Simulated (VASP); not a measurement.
# LiH (Fm-3m) in VASP: single point with PBE

Aim: the single point of LiH with PBE.

Program: VASP 6.6.1. These are calculated values, not measurements. Logs are shortened: lines on timing, memory, paths and dates and some standing lists are left out, and cuts for length are marked.

## Step 1: The cell of the first run

The structure is cubic, space group Fm-3m (No. 225). Conventional cell: a = 4.007 Å, b = 4.007 Å, c = 4.007 Å, α = 90.00°, β = 90.00°, γ = 90.00°. Li (site symmetry m-3m) has 6 H at 2.00 Å within 2.7 Å. Within 2.7 Å of H (site symmetry m-3m) lie 6 Li at 2.00 Å.

## Step 2: Single point, PBE

Input file INCAR:

```
SYSTEM = LiH
PREC = Accurate
ENCUT = 520
EDIFF = 1E-7
ISMEAR = 0
SIGMA = 0.02
LREAL = .False.
LASPH = .True.
NELM = 100
ALGO = Normal
ISIF = 2
LWAVE = .False.
LCHARG = .False.
GGA = PE
NBANDS = 15
```

Input file KPOINTS:

```
Automatic mesh
0
Gamma
  8 8 8
  0 0 0
```

Input file POSCAR:

```
LiH
1.0
    0.0000000000      2.0035500259     -2.0035500259
   -4.0071000518      0.0000000000      0.0000000000
    2.0035500259      2.0035500259      4.0071000518
Li H
3 3
Direct
    0.3333333333      0.3333333333      0.6666666667
    0.0000000000      0.0000000000      0.0000000000
    0.6666666667      0.6666666667      0.3333333333
    0.3333333333      0.8333333333      0.6666666667
    0.0000000000      0.5000000000      0.0000000000
    0.6666666667      0.1666666667      0.3333333333
```

Potentials or basis: VASP PAW PBE potentials, release 64 (Li_sv, H).

The run is started by

```console
cat potpaw_PBE.64/Li_sv/POTCAR potpaw_PBE.64/H/POTCAR > POTCAR
mpirun -np 1 vasp_std > vasp.out
```

OUTCAR:

```text
SYSTEM = LiH
   PREC = Accurate
   ENCUT = 520
   EDIFF = 1E-7
   ISMEAR = 0
   LREAL = .False.
   LASPH = .True.
   NELM = 100
   ISIF = 2
   GGA = PE

 ion  position               nearest neighbor table
   1  0.333  0.333  0.667-
   2  0.000  0.000  0.000-
   3  0.667  0.667  0.333-
   4  0.333  0.833  0.667-
   5  0.000  0.500  0.000-
   6  0.667  0.167  0.333-

  LATTYP: Found a body centered orthorhombic cell.
 ALAT       =     2.8334476195
 B/A-ratio  =     1.4142135624
 C/A-ratio  =     3.0000000000

  Lattice vectors:

 A1 = (  -2.0035500259,  -2.0035500259,  -4.0071000518)
 A2 = (   2.0035500259,  -4.0071000518,  -2.0035500259)
 A3 = (  -2.0035500259,   2.0035500259,   4.0071000518)

Analysis of symmetry for initial positions (statically):
=====================================================================
 Subroutine PRICEL returns following result:

  LATTYP: Found a face centered cubic cell.
 ALAT       =     4.0071000512

  Lattice vectors:

 A1 = (   0.0000000006,   2.0035500259,  -2.0035500253)
 A2 = (  -2.0035500257,   0.0000000000,  -2.0035500257)
 A3 = (  -2.0035500255,   2.0035500259,   0.0000000004)

   3 primitive cells build up your supercell.

 Routine SETGRP: Setting up the symmetry group for a
 body centered orthorhombic supercell.

 Subroutine GETGRP returns: Found  8 space group operations
 (whereof  8 operations were pure point group operations)
 out of a pool of  8 trial point group operations.

The static configuration has the point symmetry D_2h.

Analysis of symmetry for dynamics (positions and initial velocities):
=====================================================================
 Subroutine PRICEL returns following result:

  LATTYP: Found a face centered cubic cell.
 ALAT       =     4.0071000512

  Lattice vectors:

 A1 = (   0.0000000006,   2.0035500259,  -2.0035500253)
 A2 = (  -2.0035500257,   0.0000000000,  -2.0035500257)
 A3 = (  -2.0035500255,   2.0035500259,   0.0000000004)

   3 primitive cells build up your supercell.

 Routine SETGRP: Setting up the symmetry group for a
 body centered orthorhombic supercell.

 Subroutine GETGRP returns: Found  8 space group operations
 (whereof  8 operations were pure point group operations)
 out of a pool of  8 trial point group operations.

The dynamic configuration has the point symmetry D_2h.

 Subroutine INISYM returns: Found  8 space group operations
 (whereof  8 operations are pure point group operations),
 and found     3 'primitive' translations

----------------------------------------------------------------------------------------

                                     Primitive cell

  volume of cell :      16.0854

  direct lattice vectors                    reciprocal lattice vectors
     0.000000001  2.003550026 -2.003550025     0.249557033  0.249557033 -0.249557033
    -2.003550026  0.000000000 -2.003550026    -0.249557033 -0.249557033 -0.249557033
    -2.003550025  2.003550026  0.000000000    -0.249557033  0.249557033  0.249557033

  length of vectors
     2.833447619  2.833447619  2.833447619     0.432245461  0.432245461  0.432245461

  position of ions in fractional coordinates (direct lattice)
     0.000000000  1.000000000  1.000000000
     0.500000000  0.500000000  0.500000000

  ion indices of the primitive-cell ions
   primitive index   ion index
                 1           1
                 2           5

----------------------------------------------------------------------------------------

 KPOINTS: Automatic mesh

Automatic generation of k-mesh.
 Grid dimensions read from file:
 generate k-points for:    8    8    8

 Generating k-lattice:

  Cartesian coordinates                     Fractional coordinates (reciprocal lattice)
     0.000000000  0.041592839 -0.020796419     0.125000000  0.000000000  0.000000000
    -0.031194629  0.010398210  0.010398210     0.000000000  0.125000000  0.000000000
     0.000000000  0.020796419  0.020796419     0.000000000  0.000000000  0.125000000

  Length of vectors
     0.046502208  0.034486960  0.029410578

  Shift w.r.t. Gamma in fractional coordinates (k-lattice)
     0.000000000  0.000000000  0.000000000

 Subroutine IBZKPT returns following result:
 ===========================================

 Found     95 irreducible k-points:

 Following reciprocal coordinates:
            Coordinates               Weight
  0.000000  0.000000  0.000000      1.000000
  0.125000  0.000000  0.000000      4.000000
  0.250000  0.000000  0.000000      4.000000
  0.375000  0.000000  0.000000      4.000000
  0.500000  0.000000  0.000000      2.000000
  0.000000  0.125000  0.000000      4.000000
[... 16 lines left out ...]
  0.125000  0.375000  0.000000      8.000000
  0.250000  0.375000  0.000000      8.000000
 [... further k-points ...]
   k-points           NKPTS =     95   k-points in BZ     NKDIM =     95   number of bands    NBANDS=     15
   number of dos      NEDOS =    301   number of ions     NIONS =      6
   total plane-waves  NPLWV =  28800
   dimension x,y,z NGX =    24 NGY =   30 NGZ =   40
   dimension x,y,z NGXF=    48 NGYF=   60 NGZF=   80
   ions per type =               3   3
   NGX,Y,Z   is equivalent  to a cutoff of  14.08, 12.45, 13.55 a.u.
   NGXF,Y,Z  is equivalent  to a cutoff of  28.16, 24.89, 27.10 a.u.
 SYSTEM =  LiH
   PREC   = accura    normal or accurate (medium, high low for compatibility)
   ISTART =      0    job   : 0-new  1-cont  2-samecut
   ICHARG =      2    charge: 1-file 2-atom 10-const
   ISPIN  =      1    spin polarized calculation?
   LNONCOLLINEAR =      F non collinear calculations
   LSORBIT =      F    spin-orbit coupling
   LASPH  =      T    aspherical Exc in radial PAW
   ENCUT  =  520.0 eV  38.22 Ry    6.18 a.u.   5.27  7.45  9.13*2*pi/ulx,y,z
   NELM   =    100;   NELMIN=  2; NELMDL= -5     # of ELM steps
   EDIFF  = 0.1E-06   stopping-criterion for ELM
   LREAL  =      F    real-space projection
   EDIFFG = 0.1E-05   stopping-criterion for IOM
   NSW    =      0    number of steps for IOM
   IBRION =     -1    ionic relax: 0-MD 1-quasi-New 2-CG
   NFREE  =      0    steps in history (QN), initial steepest desc. (CG)
   ISIF   =      2    stress and relaxation
   ISYM   =      2    0-nonsym 1-usesym 2-fastsym
   POTIM  = 0.5000    time-step for ionic-motion
   TEBEG  =    0.0;   TEEND  =   0.0 temperature during run
   PSTRESS=    0.0 pullay stress
   NELECT =      12.0000    total number of electrons
   NUPDOWN=      -1.0000    fix difference up-down
   EMIN   =  10.00;   EMAX   =-10.00  energy-range for DOS
   EFERMI =   0.00;   METHOD = LEGACY
   ISMEAR =     0;   SIGMA  =   0.02  broadening in eV -4-tet -1-fermi 0-gaus
   EFERMI_NEDOS =   21; number of points for ismear=-14 and -15
   IALGO  =     38    algorithm
   IMIX   =      4    mixing-type and parameters
     AMIX     =   0.40;   BMIX     =  1.00
     AMIX_MAG =   1.60;   BMIX_MAG =  1.00
  volume/ion in A,a.u.               =       8.04        54.27
  Fermi-wavevector in a.u.,A,eV,Ry     =   1.029480  1.945435 14.419854  1.059829
  Thomas-Fermi vector in A             =   2.163530
   LORBIT       =      0    0 simple, 1 ext, 2 COOP (PROOUT), +10 PAW based schemes
   GGA     = PE    functional components
   LHFCALC =     F    Hartree Fock is set to
   AEXX    =    0.0000 exact exchange contribution
   IVDW    =     0    specifies the selected vdW correction
   LEPSILON=     F    determine dielectric tensor
   LRPA    =     F    only Hartree local field effects (RPA)
 non-spin polarized calculation
 Gauss-broadening in eV      SIGMA  =   0.02
  energy-cutoff  :      520.00
  volume of cell :       48.26
 maximum number of plane-waves:      1326
 NGX is ok and might be reduce to    24
   NGX = 11   NGY = 15   NGZ = 19

 number of electron      11.9999986 magnetization

 Free energy of the ion-electron system (eV)
  ---------------------------------------------------
  ext. energy  EPLUGINS =         0.00000000
  ---------------------------------------------------
  free energy    TOTEN  =       -18.38107398 eV

  energy without entropy =      -18.38107398  energy(sigma->0) =      -18.38107398

 E-fermi :   0.1814     XC(G=0):  -8.5150

 val. band max:        0.0962882272   @ k =   0.5000   0.0000   0.0000
 cond. band min:       3.0747260573   @ k =   0.5000   0.0000   0.0000
 fundamental gap:      2.9784378301
 Fermi energy:         0.1814395185

 k-point     1 :       0.0000    0.0000    0.0000
  band No.  band energies     occupation
      1     -44.1934      2.00000
      2     -44.1361      2.00000
      3     -44.1361      2.00000
      4      -5.3410      2.00000
      5      -0.9950      2.00000
      6      -0.9950      2.00000
      7       5.1146      0.00000
      8       5.1146      0.00000
      9       7.3801      0.00000
     10       7.3801      0.00000
     11      12.9269      0.00000
     12      12.9269      0.00000
     13      16.1150      0.00000
     14      16.1150      0.00000
     15      16.2056      0.00000
[... 397 lines left out ...]
 k-point    24 :       0.2500    0.3750    0.0000
  band No.  band energies     occupation
      1     -44.1558      2.00000
      2     -44.1451      2.00000
      3     -44.1411      2.00000
      4      -3.3357      2.00000
      5      -2.3360      2.00000
      6      -1.8225      2.00000
      7       5.6000      0.00000
      8       6.6588      0.00000
      9       8.8747      0.00000
     10       9.1564      0.00000
     11       9.2426      0.00000
     12       9.9119      0.00000
     13      13.1961      0.00000
     14      13.6588      0.00000
     15      15.6194      0.00000

 [... further k-points ...]

------------------------ aborting loop because EDIFF is reached ----------------------------------------

  FORCE on cell =-STRESS in cart. coord.  units (eV):
  Direction    XX          YY          ZZ          XY          YZ          ZX
  --------------------------------------------------------------------------------------
  -------------------------------------------------------------------------------------
  Total       -0.0757483     -0.0754402     -0.0754402      0.0000000     -0.0001707      0.0000000
  in kB       -2.5149624     -2.5047329     -2.5047329      0.0000000     -0.0056665      0.0000000
  external PRESSURE =      -2.5081427 kB  Pullay stress =       0.0000000 kB

 VOLUME and BASIS-vectors are now :
 -----------------------------------------------------------------------------
  energy-cutoff  :      520.00
  volume of cell :       48.26
      direct lattice vectors                 reciprocal lattice vectors
     0.000000000  2.003550026 -2.003550026     0.000000000  0.332742711 -0.166371355
    -4.007100052  0.000000000  0.000000000    -0.249557033  0.083185678  0.083185678
     2.003550026  2.003550026  4.007100052     0.000000000  0.166371355  0.166371355

 POSITION                                       TOTAL-FORCE (eV/Angst)
 -----------------------------------------------------------------------------------
      0.00000      2.00355      2.00355         0.000000      0.000000     -0.000000
      0.00000      0.00000      0.00000         0.000000      0.000000     -0.000000
     -2.00355      2.00355     -0.00000        -0.000000     -0.000000      0.000000
     -2.00355      2.00355      2.00355        -0.000000     -0.000000      0.000000
     -2.00355      0.00000      0.00000        -0.000000     -0.000000      0.000000
     -0.00000      2.00355     -0.00000        -0.000000     -0.000000      0.000000
 -----------------------------------------------------------------------------------
    total drift:                               -0.000000      0.000000     -0.000000

  FREE ENERGIE OF THE ION-ELECTRON SYSTEM (eV)
  ---------------------------------------------------
  free  energy   TOTEN  =       -18.3810739805 eV

  energy  without entropy=      -18.3810739805  energy(sigma->0) =      -18.38107398
```

Run time: 24 s. Hardware: 1 thread of Intel Xeon 6975P-C (Granite Rapids), shared host; peak memory 0.2 GiB.

What came out:

| Item | Value |
| --- | --- |
| Free energy | -18.3811 eV |
| Band gap on the k mesh | 2.98 eV |

Caveat: the cutoff is under 1.25 times the usual one of these potentials, so pressure, stress and relaxed cells hold a basis-set (Pulay) error.
